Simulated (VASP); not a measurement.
# BN (R3m) in VASP: single point with LDA

Aim: the single point of BN with LDA.

All numbers are computed with VASP 6.6.1; they aren't measurements. Logs are shortened: lines on timing, memory, paths and dates and some standing lists are left out, and cuts for length are marked.

## (1) The cell of the first run

It takes space group R3m (No. 160, trigonal). The conventional cell has a = 2.563 Å, b = 2.563 Å, c = 5.565 Å, α = 90.00°, β = 90.00°, γ = 120.00°. B (site symmetry 3m) has 4 N at 1.39 to 1.55 Å within 1.9 Å. N (site symmetry 3m) has 4 B at 1.39 to 1.55 Å within 1.9 Å.

## (2) Single point, LDA

INCAR reads:

```
PREC = Accurate ; ENCUT = 600
EDIFF = 1E-6 ; ISMEAR = 0
SIGMA = 0.05 ; LREAL = False
LASPH = True ; NELM = 120
ALGO = Normal ; ISIF = 2
LWAVE = False ; LCHARG = False
ISYM = 0 ; NBANDS = 11
GGA_COMPAT = False
```

KPOINTS reads:

```
Automatic mesh
0
Gamma
  12 12 12
  0.5 0.5 0.5
```

POSCAR reads:

```
BN
1.0
    0.0000000000      1.8122788127      1.8122788127
    1.8122788127      0.0000000000      1.8122788127
    1.6750288973      1.6750288973      0.1372499154
B N
1 1
Direct
    0.0000000000      0.0000000000      0.0000000000
    0.7500000000      0.7500000000      0.7500000000
```

Potentials or basis: VASP PAW LDA potentials, release 64 (B, N).

Command:

```
> cat potpaw_LDA.64/B/POTCAR potpaw_LDA.64/N/POTCAR > POTCAR
> mpirun -np 1 vasp_std > vasp.out
```

OUTCAR:

```text
PREC = Accurate
   ENCUT = 600
   EDIFF = 1E-6
   ISMEAR = 0
   LREAL = False
   LASPH = True
   NELM = 120
   ISIF = 2
   ISYM = 0

 ion  position               nearest neighbor table
   1  0.000  0.000  0.000-   2 1.39   2 1.55   2 1.55   2 1.55
   2  0.750  0.750  0.750-   1 1.39   1 1.55   1 1.55   1 1.55

IMPORTANT INFORMATION: All symmetrisations will be switched off!
NOSYMM: (Re-)initialisation of all symmetry stuff for point group C_1.

----------------------------------------------------------------------------------------

                                     Primitive cell

  volume of cell :      10.5520

  direct lattice vectors                    reciprocal lattice vectors
     0.000000000  1.812278813  1.812278813    -0.287681897  0.264109578  0.287681897
     1.812278813  0.000000000  1.812278813     0.264109578 -0.287681897  0.287681897
     1.675028897  1.675028897  0.137249915     0.311254217  0.311254217 -0.311254217

  length of vectors
     2.562949276  2.562949276  2.372821349     0.485052180  0.485052180  0.539108117

  position of ions in fractional coordinates (direct lattice)
     0.000000000  0.000000000  0.000000000
     0.750000000  0.750000000  0.750000000

  ion indices of the primitive-cell ions
   primitive index   ion index
                 1           1
                 2           2

----------------------------------------------------------------------------------------

 KPOINTS: Automatic mesh

Automatic generation of k-mesh.
 Grid dimensions read from file:
 generate k-points for:   12   12   12

 Generating k-lattice:

  Cartesian coordinates                     Fractional coordinates (reciprocal lattice)
    -0.023973491  0.022009132  0.023973491     0.083333333  0.000000000 -0.000000000
     0.022009132 -0.023973491  0.023973491     0.000000000  0.083333333 -0.000000000
     0.025937851  0.025937851 -0.025937851     0.000000000  0.000000000  0.083333333

  Length of vectors
     0.040421015  0.040421015  0.044925676

  Shift w.r.t. Gamma in fractional coordinates (k-lattice)
     0.500000000  0.500000000  0.500000000

 Subroutine IBZKPT returns following result:
 ===========================================

 Found   2592 irreducible k-points:

 Following reciprocal coordinates:
            Coordinates               Weight
  0.041667  0.041667  0.041667      2.000000
  0.000000  0.041667 -0.000000      2.000000
 -0.041667  0.000000  0.000000      2.000000
  0.125000  0.041667  0.041667      2.000000
 -0.083333  0.041667  0.000000      2.000000
 -0.041667  0.083333 -0.000000      2.000000
[... 16 lines left out ...]
 -0.333333  0.041667  0.000000      2.000000
 -0.041667  0.333333 -0.000000      2.000000
 [... further k-points ...]
   k-points           NKPTS =   2592   k-points in BZ     NKDIM =   2592   number of bands    NBANDS=     11
   number of dos      NEDOS =    301   number of ions     NIONS =      2
   total plane-waves  NPLWV =   8000
   dimension x,y,z NGX =    20 NGY =   20 NGZ =   20
   dimension x,y,z NGXF=    40 NGYF=   40 NGZF=   40
   ions per type =               1   1
   NGX,Y,Z   is equivalent  to a cutoff of  12.97, 12.97, 14.01 a.u.
   NGXF,Y,Z  is equivalent  to a cutoff of  25.95, 25.95, 28.03 a.u.
 SYSTEM =  unknown system
   PREC   = accura    normal or accurate (medium, high low for compatibility)
   ISTART =      0    job   : 0-new  1-cont  2-samecut
   ICHARG =      2    charge: 1-file 2-atom 10-const
   ISPIN  =      1    spin polarized calculation?
   LNONCOLLINEAR =      F non collinear calculations
   LSORBIT =      F    spin-orbit coupling
   LASPH  =      T    aspherical Exc in radial PAW
   ENCUT  =  600.0 eV  44.10 Ry    6.64 a.u.   5.12  5.12  4.74*2*pi/ulx,y,z
   NELM   =    120;   NELMIN=  2; NELMDL= -5     # of ELM steps
   EDIFF  = 0.1E-05   stopping-criterion for ELM
   LREAL  =      F    real-space projection
   EDIFFG = 0.1E-04   stopping-criterion for IOM
   NSW    =      0    number of steps for IOM
   IBRION =     -1    ionic relax: 0-MD 1-quasi-New 2-CG
   NFREE  =      0    steps in history (QN), initial steepest desc. (CG)
   ISIF   =      2    stress and relaxation
   ISYM   =      0    0-nonsym 1-usesym 2-fastsym
   POTIM  = 0.5000    time-step for ionic-motion
   TEBEG  =    0.0;   TEEND  =   0.0 temperature during run
   PSTRESS=    0.0 pullay stress
   NELECT =       8.0000    total number of electrons
   NUPDOWN=      -1.0000    fix difference up-down
   EMIN   =  10.00;   EMAX   =-10.00  energy-range for DOS
   EFERMI =   0.00;   METHOD = LEGACY
   ISMEAR =     0;   SIGMA  =   0.05  broadening in eV -4-tet -1-fermi 0-gaus
   EFERMI_NEDOS =   21; number of points for ismear=-14 and -15
   IALGO  =     38    algorithm
   IMIX   =      4    mixing-type and parameters
     AMIX     =   0.40;   BMIX     =  1.00
     AMIX_MAG =   1.60;   BMIX_MAG =  1.00
  volume/ion in A,a.u.               =       5.28        35.60
  Fermi-wavevector in a.u.,A,eV,Ry     =   1.492771  2.820928 30.318756  2.228366
  Thomas-Fermi vector in A             =   2.605257
   LORBIT       =      0    0 simple, 1 ext, 2 COOP (PROOUT), +10 PAW based schemes
   GGA     = CA    functional components
   LHFCALC =     F    Hartree Fock is set to
   AEXX    =    0.0000 exact exchange contribution
   IVDW    =     0    specifies the selected vdW correction
   LEPSILON=     F    determine dielectric tensor
   LRPA    =     F    only Hartree local field effects (RPA)
 non-spin polarized calculation
 Gauss-broadening in eV      SIGMA  =   0.05
  energy-cutoff  :      600.00
  volume of cell :       10.55
 maximum number of plane-waves:       364
   NGX = 11   NGY = 11   NGZ =  9

 number of electron       8.0000000 magnetization

 Free energy of the ion-electron system (eV)
  ---------------------------------------------------
  ext. energy  EPLUGINS =         0.00000000
  ---------------------------------------------------
  free energy    TOTEN  =       -18.90220852 eV

  energy without entropy =      -18.90220852  energy(sigma->0) =      -18.90220852

 E-fermi :   9.2617     XC(G=0): -13.6466

 val. band max:        8.8872229162   @ k =   0.0000   0.0417  -0.0000
 cond. band min:      13.0496399819   @ k =   0.0000  -0.4583   0.5000
 fundamental gap:      4.1624170657
 Fermi energy:         9.2617094777

 k-point     1 :       0.0417    0.0417    0.0417
  band No.  band energies     occupation
      1     -12.5351      2.00000
      2       8.4343      2.00000
      3       8.7259      2.00000
      4       8.8872      2.00000
      5      17.0175      0.00000
      6      17.1295      0.00000
      7      18.0657      0.00000
      8      24.1825      0.00000
      9      35.4416      0.00000
     10      36.5666      0.00000
     11      37.6999      0.00000

 k-point     2 :       0.0000    0.0417   -0.0000
  band No.  band energies     occupation
      1     -12.5351      2.00000
      2       8.4343      2.00000
      3       8.7259      2.00000
      4       8.8872      2.00000
      5      17.0175      0.00000
      6      17.1295      0.00000
      7      18.0657      0.00000
      8      24.1825      0.00000
      9      35.4416      0.00000
     10      36.5666      0.00000
     11      37.6998      0.00000

 k-point     3 :      -0.0417    0.0000    0.0000
  band No.  band energies     occupation
      1     -12.5351      2.00000
      2       8.4343      2.00000
      3       8.7259      2.00000
      4       8.8872      2.00000
      5      17.0175      0.00000
      6      17.1295      0.00000
      7      18.0657      0.00000
      8      24.1825      0.00000
      9      35.4416      0.00000
     10      36.5666      0.00000
     11      37.6998      0.00000

 k-point     4 :       0.1250    0.0417    0.0417
  band No.  band energies     occupation
      1     -12.3100      2.00000
      2       7.2756      2.00000
      3       8.1734      2.00000
      4       8.7749      2.00000
      5      17.4642      0.00000
      6      17.7240      0.00000
      7      18.8302      0.00000
      8      24.3707      0.00000
      9      34.2357      0.00000
     10      35.3167      0.00000
     11      36.9479      0.00000

 k-point     5 :      -0.0833    0.0417    0.0000
  band No.  band energies     occupation
      1     -12.3100      2.00000
      2       7.2756      2.00000
      3       8.1734      2.00000
      4       8.7749      2.00000
      5      17.4642      0.00000
      6      17.7240      0.00000
      7      18.8302      0.00000
      8      24.3707      0.00000
      9      34.2357      0.00000
     10      35.3167      0.00000
     11      36.9479      0.00000

 k-point     6 :      -0.0417    0.0833   -0.0000
  band No.  band energies     occupation
      1     -12.3100      2.00000
      2       7.2756      2.00000
      3       8.1734      2.00000
      4       8.7749      2.00000
      5      17.4642      0.00000
      6      17.7240      0.00000
      7      18.8302      0.00000
      8      24.3707      0.00000
      9      34.2357      0.00000
     10      35.3167      0.00000
     11      36.9479      0.00000

 k-point     7 :      -0.0417   -0.1250   -0.0417
  band No.  band energies     occupation
      1     -12.3100      2.00000
      2       7.2756      2.00000
      3       8.1734      2.00000
      4       8.7749      2.00000
      5      17.4642      0.00000
      6      17.7240      0.00000
      7      18.8302      0.00000
      8      24.3707      0.00000
      9      34.2357      0.00000
     10      35.3167      0.00000
     11      36.9479      0.00000

 k-point     8 :      -0.0833   -0.1250   -0.0833
  band No.  band energies     occupation
      1     -12.3100      2.00000
      2       7.2756      2.00000
      3       8.1734      2.00000
      4       8.7749      2.00000
      5      17.4642      0.00000
      6      17.7240      0.00000
      7      18.8302      0.00000
      8      24.3707      0.00000
      9      34.2357      0.00000
     10      35.3167      0.00000
     11      36.9479      0.00000
[... 141 lines left out ...]
 k-point    19 :      -0.0417   -0.2917   -0.0417
  band No.  band energies     occupation
      1     -10.8610      2.00000
      2       2.1766      2.00000
      3       7.2469      2.00000
      4       7.9192      2.00000
      5      18.8168      0.00000
      6      19.2477      0.00000
      7      21.4838      0.00000
      8      25.2771      0.00000
      9      32.2786      0.00000
     10      33.9303      0.00000
     11      36.1950      0.00000

 k-point    20 :      -0.2500   -0.2917   -0.2500
  band No.  band energies     occupation
      1     -10.8610      2.00000
      2       2.1766      2.00000
      3       7.2469      2.00000
      4       7.9192      2.00000
      5      18.8168      0.00000
      6      19.2477      0.00000
      7      21.4838      0.00000
      8      25.2771      0.00000
      9      32.2786      0.00000
     10      33.9303      0.00000
     11      36.1950      0.00000

 k-point    21 :       0.2917    0.2500    0.2500
  band No.  band energies     occupation
      1     -10.8610      2.00000
      2       2.1766      2.00000
      3       7.2469      2.00000
      4       7.9192      2.00000
      5      18.8168      0.00000
      6      19.2477      0.00000
      7      21.4838      0.00000
      8      25.2771      0.00000
      9      32.2786      0.00000
     10      33.9303      0.00000
     11      36.1950      0.00000

 k-point    22 :       0.3750    0.0417    0.0417
  band No.  band energies     occupation
      1      -9.7284      2.00000
      2      -0.3328      2.00000
      3       6.9579      2.00000
      4       7.4879      2.00000
      5      19.1946      0.00000
      6      19.6926      0.00000
      7      22.3149      0.00000
      8      25.5370      0.00000
      9      32.5377      0.00000
     10      34.1844      0.00000
     11      36.7327      0.00000

 k-point    23 :      -0.3333    0.0417    0.0000
  band No.  band energies     occupation
      1      -9.7284      2.00000
      2      -0.3328      2.00000
      3       6.9579      2.00000
      4       7.4879      2.00000
      5      19.1946      0.00000
      6      19.6926      0.00000
      7      22.3149      0.00000
      8      25.5370      0.00000
      9      32.5377      0.00000
     10      34.1844      0.00000
     11      36.7327      0.00000

 k-point    24 :      -0.0417    0.3333   -0.0000
  band No.  band energies     occupation
      1      -9.7284      2.00000
      2      -0.3328      2.00000
      3       6.9579      2.00000
      4       7.4879      2.00000
      5      19.1946      0.00000
      6      19.6926      0.00000
      7      22.3149      0.00000
      8      25.5370      0.00000
      9      32.5377      0.00000
     10      34.1844      0.00000
     11      36.7327      0.00000

 [... further k-points ...]

------------------------ aborting loop because EDIFF is reached ----------------------------------------

  FORCE on cell =-STRESS in cart. coord.  units (eV):
  Direction    XX          YY          ZZ          XY          YZ          ZX
  --------------------------------------------------------------------------------------
  -------------------------------------------------------------------------------------
  Total        3.2749667      3.2749667      3.2749655      3.3921728     -3.3921686     -3.3921688
  in kB      497.2590477    497.2590343    497.2588654    515.0551837   -515.0545590   -515.0545772
  external PRESSURE =     497.2589824 kB  Pullay stress =       0.0000000 kB

 VOLUME and BASIS-vectors are now :
 -----------------------------------------------------------------------------
  energy-cutoff  :      600.00
  volume of cell :       10.55
      direct lattice vectors                 reciprocal lattice vectors
     0.000000000  1.812278813  1.812278813    -0.287681897  0.264109578  0.287681897
     1.812278813  0.000000000  1.812278813     0.264109578 -0.287681897  0.287681897
     1.675028897  1.675028897  0.137249915     0.311254217  0.311254217 -0.311254217

 POSITION                                       TOTAL-FORCE (eV/Angst)
 -----------------------------------------------------------------------------------
      0.00000      0.00000      0.00000        -1.165195     -1.165195      1.165194
      2.61548      2.61548      2.82136         1.165195      1.165195     -1.165194
 -----------------------------------------------------------------------------------
    total drift:                                0.000080      0.000081     -0.000080

  FREE ENERGIE OF THE ION-ELECTRON SYSTEM (eV)
  ---------------------------------------------------
  free  energy   TOTEN  =       -18.9022085173 eV

  energy  without entropy=      -18.9022085173  energy(sigma->0) =      -18.90220852
```

Run time: 2 min. Hardware: 1 thread of Intel Xeon Platinum 8559C (Emerald Rapids), shared host; peak memory 0.44 GiB.

Results:

| Item | Value |
| --- | --- |
| Free energy | -18.9022 eV |
| Pressure | 49.7 GPa |
| Largest force | 2.018 eV/Å |
| Band gap on the k mesh | 4.16 eV (least direct gap 8.13 eV) |

Forces in eV/Å, atoms in the order of the input:
```
B   -1.165 -1.165  1.165
N    1.165  1.165 -1.165
```

Stress tensor (GPa, compression positive):
```
 49.73  51.51 -51.51
 51.51  49.73 -51.51
-51.51 -51.51  49.73
```

Caveat: the cell stands under pressure; a shifted mesh leaves out Γ, where band edges can lie; forces of over 1 eV/Å act on the atoms, so gaps and moduli don't describe the material at rest.
